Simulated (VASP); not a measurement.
# Te (P3_121) in VASP: a series of runs

Runs on Te. Level: r2SCAN. Tasks: single point.

All numbers are computed with VASP 6.6.1; they aren't measurements. Logs are shortened: lines on timing, memory, paths and dates and some standing lists are left out, and cuts for length are marked.

### 1 The cell of the first run

Symmetry: P3_121, No. 152, trigonal system. The conventional cell has a = 4.618 Å, b = 4.618 Å, c = 5.905 Å, α = 90.00°, β = 90.00°, γ = 120.00°. Te (site symmetry 2) has 6 Te at 2.83 to 3.62 Å within 3.7 Å.

### 2 Single point, r2SCAN

The input, POSCAR:

```
Te
1.0
    4.6180821222      0.0000000000      0.0000000000
   -2.3090410611      3.9993764346      0.0000000000
    0.0000000000      0.0000000000      5.9053733375
Te
3
Direct
    0.2536767818      0.0000000000      0.3333333333
    0.0000000000      0.2536767818      0.6666666667
    0.7463232182      0.7463232182      0.0000000000
```

The input, INCAR.step1:

```
SYSTEM = Te
PREC = Accurate ; ENCUT = 520
ISMEAR = 0 ; SIGMA = 0.02
LREAL = .FALSE. ; LASPH = .TRUE.
NELM = 60 ; NBANDS = 16
GGA = PE ; ALGO = Normal
EDIFF = 1E-4 ; LWAVE = .TRUE.
LCHARG = .FALSE.
```

The input, INCAR.step2:

```
SYSTEM = Te
PREC = Accurate ; ENCUT = 520
EDIFF = 1E-7 ; ISMEAR = 0
SIGMA = 0.02 ; LREAL = .FALSE.
LASPH = .TRUE. ; NELM = 60
ALGO = Normal ; ISIF = 2
LWAVE = .FALSE. ; LCHARG = .TRUE.
METAGGA = R2SCAN ; LMIXTAU = .TRUE.
LELF = .TRUE. ; LVHAR = .TRUE.
NBANDS = 16 ; ISTART = 1
```

The input, KPOINTS:

```
regular mesh
0
G
  12 12 6
  0 0 0
```

Potentials or basis: VASP PAW PBE potentials, release 64 (Te).

The run is started by

```console
$ cat potpaw_PBE.64/Te/POTCAR > POTCAR
$ cp INCAR.step1 INCAR
$ mpirun -np 1 vasp_std > vasp.out
$ cp INCAR.step2 INCAR
$ mpirun -np 1 vasp_std > vasp.out
```

OUTCAR:

```text
SYSTEM = Te
   PREC = Accurate
   ENCUT = 520
   EDIFF = 1E-7
   ISMEAR = 0
   LREAL = .FALSE.
   LASPH = .TRUE.
   NELM = 60
   ISIF = 2
   METAGGA = R2SCAN
   ISTART = 1

 ion  position               nearest neighbor table
   1  0.254  0.000  0.333-   3 2.83   2 2.83   3 3.62   3 3.62   2 3.62   2 3.62
   2  0.000  0.254  0.667-   3 2.83   1 2.83   3 3.62   3 3.62   1 3.62   1 3.62
   3  0.746  0.746  0.000-   1 2.83   2 2.83   1 3.62   2 3.62   2 3.62   1 3.62

  LATTYP: Found a hexagonal cell.
 ALAT       =     4.6180821222
 C/A-ratio  =     1.2787501784

  Lattice vectors:

 A1 = (   4.6180821222,   0.0000000000,   0.0000000000)
 A2 = (  -2.3090410611,   3.9993764346,   0.0000000000)
 A3 = (   0.0000000000,   0.0000000000,   5.9053733375)

Analysis of symmetry for initial positions (statically):
=====================================================================
 Subroutine PRICEL returns:
 Original cell was already a primitive cell.

 Routine SETGRP: Setting up the symmetry group for a
 hexagonal supercell.

 Subroutine GETGRP returns: Found  6 space group operations
 (whereof  2 operations were pure point group operations)
 out of a pool of 24 trial point group operations.

The static configuration has the point symmetry C_2 .
 The point group associated with its full space group is D_3 .

Analysis of symmetry for dynamics (positions and initial velocities):
=====================================================================
 Subroutine PRICEL returns:
 Original cell was already a primitive cell.

 Routine SETGRP: Setting up the symmetry group for a
 hexagonal supercell.

 Subroutine GETGRP returns: Found  6 space group operations
 (whereof  2 operations were pure point group operations)
 out of a pool of 24 trial point group operations.

The dynamic configuration has the point symmetry C_2 .
 The point group associated with its full space group is D_3 .

 Subroutine INISYM returns: Found  6 space group operations
 (whereof  2 operations are pure point group operations),
 and found     1 'primitive' translations

----------------------------------------------------------------------------------------

                                     Primitive cell

  volume of cell :     109.0690

  direct lattice vectors                    reciprocal lattice vectors
     4.618082122  0.000000000  0.000000000     0.216540108  0.125019489  0.000000000
    -2.309041061  3.999376435  0.000000000     0.000000000  0.250038979  0.000000000
     0.000000000  0.000000000  5.905373338     0.000000000  0.000000000  0.169337304

  length of vectors
     4.618082122  4.618082122  5.905373338     0.250038979  0.250038979  0.169337304

  position of ions in fractional coordinates (direct lattice)
     0.253676782  0.000000000  0.333333333
     0.000000000  0.253676782  0.666666667
     0.746323218  0.746323218  0.000000000

  ion indices of the primitive-cell ions
   primitive index   ion index
                 1           1
                 2           2
                 3           3

----------------------------------------------------------------------------------------

 KPOINTS: regular mesh

Automatic generation of k-mesh.
 Grid dimensions read from file:
 generate k-points for:   12   12    6

 Generating k-lattice:

  Cartesian coordinates                     Fractional coordinates (reciprocal lattice)
     0.018045009  0.010418291  0.000000000     0.083333333  0.000000000  0.000000000
     0.000000000  0.020836582  0.000000000     0.000000000  0.083333333  0.000000000
     0.000000000  0.000000000  0.028222884     0.000000000  0.000000000  0.166666667

  Length of vectors
     0.020836582  0.020836582  0.028222884

  Shift w.r.t. Gamma in fractional coordinates (k-lattice)
     0.000000000  0.000000000  0.000000000

 Subroutine IBZKPT returns following result:
 ===========================================

 Found    100 irreducible k-points:

 Following reciprocal coordinates:
            Coordinates               Weight
  0.000000  0.000000  0.000000      1.000000
  0.083333  0.000000  0.000000      6.000000
  0.166667  0.000000  0.000000      6.000000
  0.250000  0.000000  0.000000      6.000000
  0.333333  0.000000  0.000000      6.000000
  0.416667  0.000000  0.000000      6.000000
[... 16 lines left out ...]
  0.166667  0.000000  0.166667      6.000000
  0.000000  0.166667  0.166667      6.000000
 [... further k-points ...]
   k-points           NKPTS =    100   k-points in BZ     NKDIM =    100   number of bands    NBANDS=     16
   number of dos      NEDOS =    301   number of ions     NIONS =      3
   total plane-waves  NPLWV =  62208
   dimension x,y,z NGX =    36 NGY =   36 NGZ =   48
   dimension x,y,z NGXF=    72 NGYF=   72 NGZF=   96
   ions per type =               3
   NGX,Y,Z   is equivalent  to a cutoff of  12.96, 12.96, 13.51 a.u.
   NGXF,Y,Z  is equivalent  to a cutoff of  25.92, 25.92, 27.03 a.u.
 SYSTEM =  Te
   PREC   = accura    normal or accurate (medium, high low for compatibility)
   ISTART =      1    job   : 0-new  1-cont  2-samecut
   ICHARG =      0    charge: 1-file 2-atom 10-const
   ISPIN  =      1    spin polarized calculation?
   LNONCOLLINEAR =      F non collinear calculations
   LSORBIT =      F    spin-orbit coupling
   LASPH  =      T    aspherical Exc in radial PAW
   ENCUT  =  520.0 eV  38.22 Ry    6.18 a.u.   8.59  8.59 10.98*2*pi/ulx,y,z
   NELM   =     60;   NELMIN=  2; NELMDL=  0     # of ELM steps
   EDIFF  = 0.1E-06   stopping-criterion for ELM
   LREAL  =      F    real-space projection
   EDIFFG = 0.1E-05   stopping-criterion for IOM
   NSW    =      0    number of steps for IOM
   IBRION =     -1    ionic relax: 0-MD 1-quasi-New 2-CG
   NFREE  =      0    steps in history (QN), initial steepest desc. (CG)
   ISIF   =      2    stress and relaxation
   ISYM   =      2    0-nonsym 1-usesym 2-fastsym
   POTIM  = 0.5000    time-step for ionic-motion
   TEBEG  =    0.0;   TEEND  =   0.0 temperature during run
   PSTRESS=    0.0 pullay stress
   NELECT =      18.0000    total number of electrons
   NUPDOWN=      -1.0000    fix difference up-down
   EMIN   =  10.00;   EMAX   =-10.00  energy-range for DOS
   EFERMI =   0.00;   METHOD = LEGACY
   ISMEAR =     0;   SIGMA  =   0.02  broadening in eV -4-tet -1-fermi 0-gaus
   EFERMI_NEDOS =   21; number of points for ismear=-14 and -15
   IALGO  =     38    algorithm
   IMIX   =      4    mixing-type and parameters
     AMIX     =   0.40;   BMIX     =  1.00
     AMIX_MAG =   1.60;   BMIX_MAG =  1.00
  volume/ion in A,a.u.               =      36.36       245.34
  Fermi-wavevector in a.u.,A,eV,Ry     =   0.897977  1.696931 10.971232  0.806363
  Thomas-Fermi vector in A             =   2.020629
   LORBIT       =      0    0 simple, 1 ext, 2 COOP (PROOUT), +10 PAW based schemes
   METAGGA = R2SCAN    functional components
   LHFCALC =     F    Hartree Fock is set to
   AEXX    =    0.0000 exact exchange contribution
   IVDW    =     0    specifies the selected vdW correction
   LEPSILON=     F    determine dielectric tensor
   LRPA    =     F    only Hartree local field effects (RPA)
 non-spin polarized calculation
 Gauss-broadening in eV      SIGMA  =   0.02
  energy-cutoff  :      520.00
  volume of cell :      109.07
 maximum number of plane-waves:      2974
 NGX is ok and might be reduce to    36
   NGX = 17   NGY = 17   NGZ = 21

 number of electron      17.9999999 magnetization

 Free energy of the ion-electron system (eV)
  ---------------------------------------------------
  ext. energy  EPLUGINS =         0.00000000
  ---------------------------------------------------
  free energy    TOTEN  =       -76.24650443 eV

  energy without entropy =      -76.24650443  energy(sigma->0) =      -76.24650443

 E-fermi :   5.0109     XC(G=0):  -9.1399

 val. band max:        4.9005325009   @ k =   0.4167   0.1667   0.5000
 cond. band min:       5.4464066187   @ k =   0.3333   0.3333   0.5000
 fundamental gap:      0.5458741179
 Fermi energy:         5.0109347039

 k-point     1 :       0.0000    0.0000    0.0000
  band No.  band energies     occupation
      1      -8.9343      2.00000
      2      -5.5166      2.00000
      3      -5.5166      2.00000
      4       1.7329      2.00000
      5       1.9530      2.00000
      6       1.9530      2.00000
[... 8 lines left out ...]
     15      11.1792      0.00000
     16      11.8943      0.00000

 k-point     2 :       0.0833    0.0000    0.0000
  band No.  band energies     occupation
      1      -8.8948      2.00000
      2      -5.5352      2.00000
      3      -5.5073      2.00000
      4       1.4034      2.00000
      5       1.7510      2.00000
      6       1.9377      2.00000
[... 8 lines left out ...]
     15      11.3669      0.00000
     16      11.7839      0.00000

 k-point     3 :       0.1667    0.0000    0.0000
  band No.  band energies     occupation
      1      -8.7801      2.00000
      2      -5.5989      2.00000
      3      -5.4811      2.00000
      4       0.8683      2.00000
      5       1.4089      2.00000
      6       1.7886      2.00000
[... 8 lines left out ...]
     15      11.5814      0.00000
     16      11.9324      0.00000

 k-point     4 :       0.2500    0.0000    0.0000
  band No.  band energies     occupation
      1      -8.6042      2.00000
      2      -5.7210      2.00000
      3      -5.4432      2.00000
      4       0.4514      2.00000
      5       1.0781      2.00000
      6       1.5967      2.00000
[... 8 lines left out ...]
     15      11.8546      0.00000
     16      12.4800      0.00000
[... 324 lines left out ...]
 k-point    22 :       0.0000    0.0833    0.1667
  band No.  band energies     occupation
      1      -8.7902      2.00000
      2      -6.4533      2.00000
      3      -4.5844      2.00000
      4       1.3739      2.00000
      5       1.5450      2.00000
      6       2.1073      2.00000
[... 8 lines left out ...]
     15      11.3123      0.00000
     16      11.5109      0.00000

 k-point    23 :       0.1667    0.0000    0.1667
  band No.  band energies     occupation
      1      -8.6786      2.00000
      2      -6.4044      2.00000
      3      -4.7120      2.00000
      4       0.9155      2.00000
      5       1.5192      2.00000
      6       1.9266      2.00000
[... 8 lines left out ...]
     15      11.2163      0.00000
     16      11.8043      0.00000

 k-point    24 :       0.0000    0.1667    0.1667
  band No.  band energies     occupation
      1      -8.6766      2.00000
      2      -6.4259      2.00000
      3      -4.6678      2.00000
      4       0.9603      2.00000
      5       1.0802      2.00000
      6       1.9042      2.00000
[... 8 lines left out ...]
     15      11.5724      0.00000
     16      11.8973      0.00000

 [... further k-points ...]
[... 5 lines left out ...]
  --------------------------------------------------------------------------------------
  -------------------------------------------------------------------------------------
  Total        0.0335338      0.0335338      0.0685612      0.0000000     -0.0000000     -0.0000000
  in kB        0.4925974      0.4925974      1.0071351      0.0000000     -0.0000000     -0.0000000
  external PRESSURE =       0.6641099 kB  Pullay stress =       0.0000000 kB

 VOLUME and BASIS-vectors are now :
 -----------------------------------------------------------------------------
  energy-cutoff  :      520.00
  volume of cell :      109.07
      direct lattice vectors                 reciprocal lattice vectors
     4.618082122  0.000000000  0.000000000     0.216540108  0.125019489  0.000000000
    -2.309041061  3.999376435  0.000000000     0.000000000  0.250038979  0.000000000
     0.000000000  0.000000000  5.905373338     0.000000000  0.000000000  0.169337304

 POSITION                                       TOTAL-FORCE (eV/Angst)
 -----------------------------------------------------------------------------------
      1.17150      0.00000      1.96846         0.031222     -0.000000      0.000000
     -0.58575      1.01455      3.93692        -0.015611      0.027039     -0.000000
      1.72329      2.98483      0.00000        -0.015611     -0.027039     -0.000000
 -----------------------------------------------------------------------------------
    total drift:                               -0.000000     -0.000001      0.000000

  FREE ENERGIE OF THE ION-ELECTRON SYSTEM (eV)
  ---------------------------------------------------
  free  energy   TOTEN  =       -76.2465044292 eV

  energy  without entropy=      -76.2465044292  energy(sigma->0) =      -76.24650443
```

Wall time 5 min (1 thread of Intel Xeon Platinum 8559C (Emerald Rapids), shared host); peak memory 0.34 GiB.

Results:

| Property | Result |
| --- | --- |
| Free energy | -76.2465 eV |
| Pressure | 0.1 GPa |
| Largest force | 0.031 eV/Å |
| Band gap on the k mesh | 0.55 eV (least direct gap 0.56 eV) |

Forces in eV/Å, atoms in the order of the input:
```
Te   0.031  0.000  0.000
Te  -0.016  0.027  0.000
Te  -0.016 -0.027  0.000
```

Levels at points of the mesh, in eV from the valence-band top:
| k point | band 7 | band 8 | band 9 | band 10 | band 11 | band 12 |
| --- | --- | --- | --- | --- | --- | --- |
| (0.00, 0.00, 0.00) | -1.64 | -1.64 | -0.61 | 1.28 | 1.28 | 1.81 |
| (0.50, 0.00, 0.00) | -3.10 | -1.21 | -0.88 | 1.32 | 1.49 | 3.79 |
| (0.00, 0.00, 0.50) | -1.32 | -1.17 | -1.17 | 0.82 | 0.93 | 0.93 |
| (0.50, 0.00, 0.50) | -2.14 | -1.77 | -0.07 | 1.20 | 2.19 | 2.68 |

Caveat: the PAW data sets were made with another functional, which shifts forces and pressure a little; spin-orbit coupling is left out, which moves the levels of the heavy elements. A k mesh can miss the band edges.

### 3 Single point, r2SCAN

POSCAR is that of step 2.

The input, INCAR.step1:

```
ALGO = Normal
EDIFF = 1E-4
ENCUT = 520
GGA = PE
ISMEAR = 0
LASPH = T
LCHARG = F
LREAL = F
LWAVE = T
NBANDS = 16
NELM = 100
PREC = Accurate
SIGMA = 0.02
```

The input, INCAR.step2:

```
ALGO = Normal
EDIFF = 1E-7
ENCUT = 520
ISIF = 2
ISMEAR = 0
ISTART = 1
LASPH = T
LCHARG = F
LMIXTAU = T
LREAL = F
LWAVE = F
METAGGA = R2SCAN
NBANDS = 16
NELM = 100
PREC = Accurate
SIGMA = 0.02
```

The input, KPOINTS:

```
k-points
0
Gamma
  12 12 6
```

Potentials or basis: VASP PAW PBE potentials, release 64 (Te).

The run is started by

```console
$ cat potpaw_PBE.64/Te/POTCAR > POTCAR
$ cp INCAR.step1 INCAR
$ mpirun -np 1 vasp_std > vasp.out
$ cp INCAR.step2 INCAR
$ mpirun -np 1 vasp_std > vasp.out
```

Run time: 4.9 min. Hardware: 1 thread of Intel Xeon Platinum 8559C (Emerald Rapids), shared host; peak memory 0.34 GiB.

The run converged. Its results:

| Quantity | Value |
| --- | --- |
| Free energy | -76.2465 eV |
| Pressure | 0.1 GPa |
| Largest force | 0.031 eV/Å |
| Band gap on the k mesh | 0.55 eV (least direct gap 0.56 eV) |

Forces on the atoms (eV/Å):
```
Te   0.031  0.000  0.000
Te  -0.016  0.027  0.000
Te  -0.016 -0.027  0.000
```

Levels at points of the mesh, in eV from the valence-band top:
```
           k point  band 6  band 7  band 8  band 9  band 10  band 11  band 12  band 13
(0.00, 0.00, 0.00)   -2.95   -1.64   -1.64   -0.61     1.28     1.28     1.81     5.47
(0.50, 0.00, 0.00)   -3.36   -3.10   -1.21   -0.88     1.32     1.49     3.79     3.89
(0.00, 0.00, 0.50)   -2.73   -1.32   -1.17   -1.17     0.82     0.93     0.93     4.78
(0.50, 0.00, 0.50)   -3.63   -2.14   -1.77   -0.07     1.20     2.19     2.68     5.16
```

Caveat: the PAW data sets were made with another functional, which shifts forces and pressure a little; spin-orbit coupling is left out, which moves the levels of the heavy elements.
